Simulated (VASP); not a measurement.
# MoS2 (P6_3/mmc) in VASP: a series of runs

The runs below take MoS2 through electric field gradients, with LDA.

Everything below comes from runs of VASP 6.6.1. Logs are shortened: lines on timing, memory, paths and dates and some standing lists are left out, and cuts for length are marked.

**1. The cell of the first run**

The structure is hexagonal, space group P6_3/mmc (No. 194). Conventional cell: a = 3.066 Å, b = 3.066 Å, c = 12.295 Å, α = 90.00°, β = 90.00°, γ = 120.00°. Within 3.1 Å of Mo (site symmetry -6m2) lie 6 S at 2.32 Å and 6 Mo at 3.07 Å. Within 3.1 Å of S (site symmetry 3m) lie 3 Mo at 2.32 Å and 7 S at 3.01 to 3.07 Å.

**2. Electric field gradients, LDA (equal xx and yy strain of -3 %)**

Input file INCAR:

```
SYSTEM = MoS2
  PREC = Accurate
  ENCUT = 520
  EDIFF = 1E-8
  ISMEAR = -1
  SIGMA = 0.03
  LREAL = .False.
  LASPH = .True.
  NELM = 100
  ALGO = Normal
  ISIF = 2
  LWAVE = .False.
  LCHARG = .False.
  LEFG = .True.
  NBANDS = 35
```

Input file KPOINTS:

```
Automatic mesh
0
Gamma
  10 10 3
  0 0 0
```

Input file POSCAR:

```
MoS2
1.0
    3.0661715536      0.0000000000      0.0000000000
   -1.5330857768      2.6553824578      0.0000000000
    0.0000000000      0.0000000000     12.2950000000
Mo S
2 4
Direct
    0.3333333333      0.6666666667      0.2500000000
    0.6666666667      0.3333333333      0.7500000000
    0.3333333333      0.6666666667      0.6275000000
    0.6666666667      0.3333333333      0.1275000000
    0.3333333333      0.6666666667      0.8725000000
    0.6666666667      0.3333333333      0.3725000000
```

Potentials or basis: VASP PAW LDA potentials, release 64 (Mo_sv, S).

Launch:

```bash
$ cat potpaw_LDA.64/Mo_sv/POTCAR potpaw_LDA.64/S/POTCAR > POTCAR
$ mpirun -np 1 vasp_std > vasp.out
```

OUTCAR:

```text
SYSTEM = MoS2
   PREC = Accurate
   ENCUT = 520
   EDIFF = 1E-8
   ISMEAR = -1
   LREAL = .False.
   LASPH = .True.
   NELM = 100
   ISIF = 2

 ion  position               nearest neighbor table
   1  0.333  0.667  0.250-   4 2.32   6 2.32   4 2.32   6 2.32   4 2.32   6 2.32
   2  0.667  0.333  0.750-   3 2.32   5 2.32   3 2.32   5 2.32   3 2.32   5 2.32
   3  0.333  0.667  0.627-   2 2.32   2 2.32   2 2.32
   4  0.667  0.333  0.127-   1 2.32   1 2.32   1 2.32
   5  0.333  0.667  0.873-   2 2.32   2 2.32   2 2.32
   6  0.667  0.333  0.373-   1 2.32   1 2.32   1 2.32

  LATTYP: Found a hexagonal cell.
 ALAT       =     3.0661715536
 C/A-ratio  =     4.0098865263

  Lattice vectors:

 A1 = (   3.0661715536,   0.0000000000,   0.0000000000)
 A2 = (  -1.5330857768,   2.6553824578,   0.0000000000)
 A3 = (   0.0000000000,   0.0000000000,  12.2950000000)

Analysis of symmetry for initial positions (statically):
=====================================================================
 Subroutine PRICEL returns:
 Original cell was already a primitive cell.

 Routine SETGRP: Setting up the symmetry group for a
 hexagonal supercell.

 Subroutine GETGRP returns: Found 24 space group operations
 (whereof 12 operations were pure point group operations)
 out of a pool of 24 trial point group operations.

The static configuration has the point symmetry D_3d.
 The point group associated with its full space group is D_6h.

Analysis of symmetry for dynamics (positions and initial velocities):
=====================================================================
 Subroutine PRICEL returns:
 Original cell was already a primitive cell.

 Routine SETGRP: Setting up the symmetry group for a
 hexagonal supercell.

 Subroutine GETGRP returns: Found 24 space group operations
 (whereof 12 operations were pure point group operations)
 out of a pool of 24 trial point group operations.

The dynamic configuration has the point symmetry D_3d.
 The point group associated with its full space group is D_6h.

 Subroutine INISYM returns: Found 24 space group operations
 (whereof 12 operations are pure point group operations),
 and found     1 'primitive' translations

[... 156 lines left out ...]

 k-point     1 :       0.0000    0.0000    0.0000
  band No.  band energies     occupation
      1     -52.8440      2.00000
      2     -52.8439      2.00000
      3     -27.3117      2.00000
      4     -27.3116      2.00000
      5     -26.9440      2.00000
      6     -26.9440      2.00000
[... 901 lines left out ...]
     34      12.3445      0.00000
     35      14.2349      0.00000

 [... further k-points ...]

------------------------ aborting loop because EDIFF is reached ----------------------------------------

  FORCE on cell =-STRESS in cart. coord.  units (eV):
  Direction    XX          YY          ZZ          XY          YZ          ZX
  --------------------------------------------------------------------------------------
  -------------------------------------------------------------------------------------
  Total        7.0362805      7.0362805      8.6520669      0.0000000     -0.0000000      0.0000000
  in kB      112.6164052    112.6164052    138.4772366      0.0000000     -0.0000000      0.0000000
  external PRESSURE =     121.2366823 kB  Pullay stress =       0.0000000 kB

 VOLUME and BASIS-vectors are now :
 -----------------------------------------------------------------------------
  energy-cutoff  :      520.00
  volume of cell :      100.10
      direct lattice vectors                 reciprocal lattice vectors
     3.066171554  0.000000000  0.000000000     0.326139612  0.188296793  0.000000000
    -1.533085777  2.655382458  0.000000000     0.000000000  0.376593585  0.000000000
     0.000000000  0.000000000 12.295000000     0.000000000  0.000000000  0.081333876

 POSITION                                       TOTAL-FORCE (eV/Angst)
 -----------------------------------------------------------------------------------
     -0.00000      1.77025      3.07375        -0.000000      0.000000      0.000000
      1.53309      0.88513      9.22125         0.000000     -0.000000      0.000000
     -0.00000      1.77025      7.71511        -0.000000      0.000000     -1.544435
      1.53309      0.88513      1.56761        -0.000000      0.000000     -1.544435
     -0.00000      1.77025     10.72739        -0.000000     -0.000000      1.544435
      1.53309      0.88513      4.57989        -0.000000     -0.000000      1.544435
 -----------------------------------------------------------------------------------
    total drift:                               -0.000000      0.000000     -0.000000

  FREE ENERGIE OF THE ION-ELECTRON SYSTEM (eV)
  ---------------------------------------------------
  free  energy   TOTEN  =       -48.6800303964 eV

  energy  without entropy=      -48.6800303944  energy(sigma->0) =      -48.68003040

 Electric field gradients (V/A^2)
---------------------------------------------------------------------
 ion       V_xx      V_yy      V_zz      V_xy      V_xz      V_yz
---------------------------------------------------------------------
   1      46.879    46.879   -93.758    -0.000     0.000    -0.000
   2      46.879    46.879   -93.758    -0.000    -0.000     0.000
   3      31.523    31.523   -63.045    -0.000     0.000    -0.000
   4      31.523    31.523   -63.045    -0.000    -0.000     0.000
   5      31.523    31.523   -63.045    -0.000    -0.000     0.000
   6      31.523    31.523   -63.045    -0.000     0.000    -0.000
---------------------------------------------------------------------

 Electric field gradients after diagonalization (V/A^2)
 (convention: |V_zz| > |V_xx| > |V_yy|)
----------------------------------------------------------------------
 ion       V_xx      V_yy      V_zz     asymmetry (V_yy - V_xx)/ V_zz
----------------------------------------------------------------------
   1      46.879    46.879   -93.758       0.000
   2      46.879    46.879   -93.758       0.000
   3      31.523    31.522   -63.045       0.000
   4      31.523    31.522   -63.045       0.000
   5      31.523    31.522   -63.045       0.000
   6      31.523    31.522   -63.045       0.000
----------------------------------------------------------------------

           NMR quadrupolar parameters

 Cq : quadrupolar parameter    Cq=e*Q*V_zz/h
 eta: asymmetry parameters     (V_yy - V_xx)/ V_zz
 Q  : nuclear electric quadrupole moment in mb (millibarn)
----------------------------------------------------------------------
 ion       Cq(MHz)       eta       Q (mb)
----------------------------------------------------------------------
   1      -0.227       0.000       1.000
   2      -0.227       0.000       1.000
   3      -0.152       0.000       1.000
   4      -0.152       0.000       1.000
   5      -0.152       0.000       1.000
   6      -0.152       0.000       1.000
----------------------------------------------------------------------
```

stdout:

```text
POSCAR found type information on POSCAR MoS
 POSCAR found :  2 types and       6 ions
 scaLAPACK will be used
 LDA part: xc-table for (Slater(with rela. corr.)+CA(PZ))
 , standard interpolation
 POSCAR, INCAR and KPOINTS ok, starting setup
 FFT: planning ... GRIDC
 FFT: planning ... GRID_SOFT
 FFT: planning ... GRID
 WAVECAR not read
 entering main loop
ion   1

ion   2

ion   3

ion   4

ion   5

ion   6
```

It took 66 s on 1 thread of AMD EPYC 9R45 (Zen 5), shared host; peak memory 0.2 GiB.

Results:

```yaml
Free_energy: -48.6800 eV
Pressure: 12.1 GPa
Largest_force: 1.544 eV/Å
Band_gap_on_the_k_mesh: 0.96 eV (least direct gap 2.15 eV)
Largest_electric_field_gradient_by_atom: Mo -93.8; S -63.0 V/Å²
```

Forces on the atoms (eV/Å):
```
Mo   0.000  0.000  0.000
Mo   0.000  0.000  0.000
S    0.000  0.000 -1.544
S    0.000  0.000 -1.544
S    0.000  0.000  1.544
S    0.000  0.000  1.544
```

Electric field gradients, principal values (V/Å²):
```
atom   least  middle  greatest (by size)
1 Mo  46.879  46.879             -93.758
2 Mo  46.879  46.879             -93.758
 3 S  31.522  31.523             -63.045
 4 S  31.522  31.523             -63.045
 5 S  31.522  31.523             -63.045
 6 S  31.522  31.523             -63.045
```

Caveat: the cell differs from its parent crystal (equal xx and yy strain of -3 %); the cell stands under pressure; without QUAD_EFG the Cq values of the log hold for a quadrupole moment of 1 mb, not for the nuclei; forces of over 1 eV/Å act on the atoms, so gaps and moduli don't describe the material at rest. A k mesh can miss the band edges.

**3. Electric field gradients, LDA (equal xx and yy strain of +3 %)**

Input file INCAR:

```
SYSTEM = MoS2
PREC = Accurate
ENCUT = 520
EDIFF = 1E-8
ISMEAR = -1
SIGMA = 0.03
LREAL = .False.
LASPH = .True.
NELM = 60
ALGO = Normal
ISIF = 2
LWAVE = .False.
LCHARG = .False.
GGA = CA
LEFG = .True.
NBANDS = 35
```

Input file KPOINTS:

```
regular mesh
0
Gamma
  10 10 3
  0 0 0
```

POSCAR, as its differences from that of step 2:

```diff
@@ -2,4 +2,4 @@
 1.0
-    3.0661715536      0.0000000000      0.0000000000
-   -1.5330857768      2.6553824578      0.0000000000
+    3.2558316496      0.0000000000      0.0000000000
+   -1.6279158248      2.8196329190      0.0000000000
     0.0000000000      0.0000000000     12.2950000000
```

Potentials or basis: VASP PAW LDA potentials, release 64 (Mo_sv, S).

Launch:

```bash
$ cat potpaw_LDA.64/Mo_sv/POTCAR potpaw_LDA.64/S/POTCAR > POTCAR
$ mpirun -np 1 vasp_std > vasp.out
```

OUTCAR:

```text
SYSTEM = MoS2
   PREC = Accurate
   ENCUT = 520
   EDIFF = 1E-8
   ISMEAR = -1
   LREAL = .False.
   LASPH = .True.
   NELM = 60
   ISIF = 2
   GGA = CA

 ion  position               nearest neighbor table
   1  0.333  0.667  0.250-   4 2.41   6 2.41   4 2.41   6 2.41   4 2.41   6 2.41
   2  0.667  0.333  0.750-   3 2.41   5 2.41   3 2.41   5 2.41   3 2.41   5 2.41
   3  0.333  0.667  0.627-   2 2.41   2 2.41   2 2.41
   4  0.667  0.333  0.127-   1 2.41   1 2.41   1 2.41
   5  0.333  0.667  0.873-   2 2.41   2 2.41   2 2.41
   6  0.667  0.333  0.373-   1 2.41   1 2.41   1 2.41

  LATTYP: Found a hexagonal cell.
 ALAT       =     3.2558316496
 C/A-ratio  =     3.7763009035

  Lattice vectors:

 A1 = (   3.2558316496,   0.0000000000,   0.0000000000)
 A2 = (  -1.6279158248,   2.8196329190,   0.0000000000)
 A3 = (   0.0000000000,   0.0000000000,  12.2950000000)

Analysis of symmetry for initial positions (statically):
=====================================================================
 Subroutine PRICEL returns:
 Original cell was already a primitive cell.

 Routine SETGRP: Setting up the symmetry group for a
 hexagonal supercell.

 Subroutine GETGRP returns: Found 24 space group operations
 (whereof 12 operations were pure point group operations)
 out of a pool of 24 trial point group operations.

The static configuration has the point symmetry D_3d.
 The point group associated with its full space group is D_6h.

Analysis of symmetry for dynamics (positions and initial velocities):
=====================================================================
 Subroutine PRICEL returns:
 Original cell was already a primitive cell.

[... 1090 lines left out ...]
  Total       -7.3289513     -7.3289513     -0.0970234      0.0000000     -0.0000000     -0.0000000
  in kB     -104.0325804   -104.0325804     -1.3772217      0.0000000     -0.0000000     -0.0000000
  external PRESSURE =     -69.8141275 kB  Pullay stress =       0.0000000 kB

 VOLUME and BASIS-vectors are now :
 -----------------------------------------------------------------------------
  energy-cutoff  :      520.00
  volume of cell :      112.87
      direct lattice vectors                 reciprocal lattice vectors
     3.255831650  0.000000000  0.000000000     0.307141188  0.177328047  0.000000000
    -1.627915825  2.819632919  0.000000000     0.000000000  0.354656095  0.000000000
     0.000000000  0.000000000 12.295000000     0.000000000  0.000000000  0.081333876

 POSITION                                       TOTAL-FORCE (eV/Angst)
 -----------------------------------------------------------------------------------
     -0.00000      1.87976      3.07375         0.000000     -0.000000      0.000000
      1.62792      0.93988      9.22125         0.000000      0.000000      0.000000
     -0.00000      1.87976      7.71511        -0.000000      0.000000     -0.133290
      1.62792      0.93988      1.56761        -0.000000     -0.000000     -0.133290
     -0.00000      1.87976     10.72739        -0.000000      0.000000      0.133290
      1.62792      0.93988      4.57989         0.000000     -0.000000      0.133290
 -----------------------------------------------------------------------------------
    total drift:                                0.000000     -0.000000      0.000000

  FREE ENERGIE OF THE ION-ELECTRON SYSTEM (eV)
  ---------------------------------------------------
  free  energy   TOTEN  =       -48.6295720308 eV

  energy  without entropy=      -48.6295666557  energy(sigma->0) =      -48.62956934

 Electric field gradients (V/A^2)
---------------------------------------------------------------------
 ion       V_xx      V_yy      V_zz      V_xy      V_xz      V_yz
---------------------------------------------------------------------
   1      48.778    48.778   -97.557     0.000    -0.000     0.000
   2      48.778    48.778   -97.557     0.000     0.000     0.000
   3      31.458    31.458   -62.916     0.000    -0.000     0.000
   4      31.458    31.458   -62.916     0.000     0.000    -0.000
   5      31.458    31.458   -62.916     0.000     0.000    -0.000
   6      31.458    31.458   -62.916     0.000    -0.000     0.000
---------------------------------------------------------------------

 Electric field gradients after diagonalization (V/A^2)
 (convention: |V_zz| > |V_xx| > |V_yy|)
----------------------------------------------------------------------
 ion       V_xx      V_yy      V_zz     asymmetry (V_yy - V_xx)/ V_zz
----------------------------------------------------------------------
   1      48.778    48.778   -97.557       0.000
   2      48.778    48.778   -97.557       0.000
   3      31.459    31.457   -62.916       0.000
   4      31.459    31.457   -62.916       0.000
   5      31.459    31.457   -62.916       0.000
   6      31.459    31.457   -62.916       0.000
----------------------------------------------------------------------

           NMR quadrupolar parameters

 Cq : quadrupolar parameter    Cq=e*Q*V_zz/h
 eta: asymmetry parameters     (V_yy - V_xx)/ V_zz
 Q  : nuclear electric quadrupole moment in mb (millibarn)
----------------------------------------------------------------------
 ion       Cq(MHz)       eta       Q (mb)
----------------------------------------------------------------------
   1      -0.236       0.000       1.000
   2      -0.236       0.000       1.000
   3      -0.152       0.000       1.000
   4      -0.152       0.000       1.000
   5      -0.152       0.000       1.000
   6      -0.152       0.000       1.000
----------------------------------------------------------------------
```

OSZICAR:

```text
N       E                     dE             d eps       ncg     rms          rms(c)
DAV:   1     0.459679849782E+03    0.45968E+03   -0.28968E+04  2160   0.141E+03
DAV:   2    -0.254706632668E+02   -0.48515E+03   -0.46927E+03  2315   0.375E+02
DAV:   3    -0.512829357237E+02   -0.25812E+02   -0.25314E+02  2369   0.779E+01
DAV:   4    -0.518123262757E+02   -0.52939E+00   -0.52798E+00  2361   0.112E+01
DAV:   5    -0.518218415159E+02   -0.95152E-02   -0.95136E-02  2312   0.155E+00    0.334E+01
DAV:   6    -0.494415422232E+02    0.23803E+01   -0.13627E+01  2208   0.245E+01    0.117E+01
DAV:   7    -0.489244134764E+02    0.51713E+00   -0.49833E+00  2196   0.156E+01    0.839E+00
DAV:   8    -0.486324935229E+02    0.29192E+00   -0.69196E-01  2246   0.590E+00    0.207E+00
DAV:   9    -0.486330475953E+02   -0.55407E-03   -0.52364E-02  2200   0.109E+00    0.726E-01
DAV:  10    -0.486299088847E+02    0.31387E-02   -0.16366E-02  2178   0.900E-01    0.320E-01
DAV:  11    -0.486297080550E+02    0.20083E-03   -0.98480E-04  2172   0.194E-01    0.134E-01
DAV:  12    -0.486295960086E+02    0.11205E-03   -0.21359E-04  2224   0.794E-02    0.899E-02
DAV:  13    -0.486295716653E+02    0.24343E-04   -0.13853E-04  2267   0.635E-02    0.106E-02
DAV:  14    -0.486295720060E+02   -0.34070E-06   -0.84931E-06  2138   0.162E-02    0.163E-02
DAV:  15    -0.486295720162E+02   -0.10297E-07   -0.21889E-07  2183   0.245E-03    0.118E-02
DAV:  16    -0.486295720711E+02   -0.54830E-07   -0.44056E-07  2223   0.439E-03    0.284E-03
DAV:  17    -0.486295720314E+02    0.39648E-07   -0.74338E-08  1946   0.174E-03    0.101E-03
DAV:  18    -0.486295720308E+02    0.67485E-09   -0.94748E-09  1214   0.437E-04
   1 F= -.48629572E+02 E0= -.48629569E+02  d E =-.537503E-05
```

Wall time 68 s (1 thread of AMD EPYC 9R45 (Zen 5), shared host); peak memory 0.2 GiB.

Results:

* Free energy: -48.6296 eV
* Pressure: -7.0 GPa
* Largest force: 0.133 eV/Å
* Band gap on the k mesh: 0.49 eV (least direct gap 1.63 eV)
* Largest electric field gradient by atom: Mo -97.6; S -62.9 V/Å²

Forces in eV/Å, atoms in the order of the input:
```
Mo   0.000  0.000  0.000
Mo   0.000  0.000  0.000
S    0.000  0.000 -0.133
S    0.000  0.000 -0.133
S    0.000  0.000  0.133
S    0.000  0.000  0.133
```

Electric field gradients, principal values (V/Å²):
| atom | least | middle | greatest (by size) |
| --- | --- | --- | --- |
| 1 Mo | 48.778 | 48.778 | -97.557 |
| 2 Mo | 48.778 | 48.778 | -97.557 |
| 3 S | 31.457 | 31.459 | -62.916 |
| 4 S | 31.457 | 31.459 | -62.916 |
| 5 S | 31.457 | 31.459 | -62.916 |
| 6 S | 31.457 | 31.459 | -62.916 |

Caveat: the cell differs from its parent crystal (equal xx and yy strain of +3 %); the stress differs along the axes, from -10 to -0 GPa; without QUAD_EFG the Cq values of the log hold for a quadrupole moment of 1 mb, not for the nuclei.

[end of part 1 of 2]
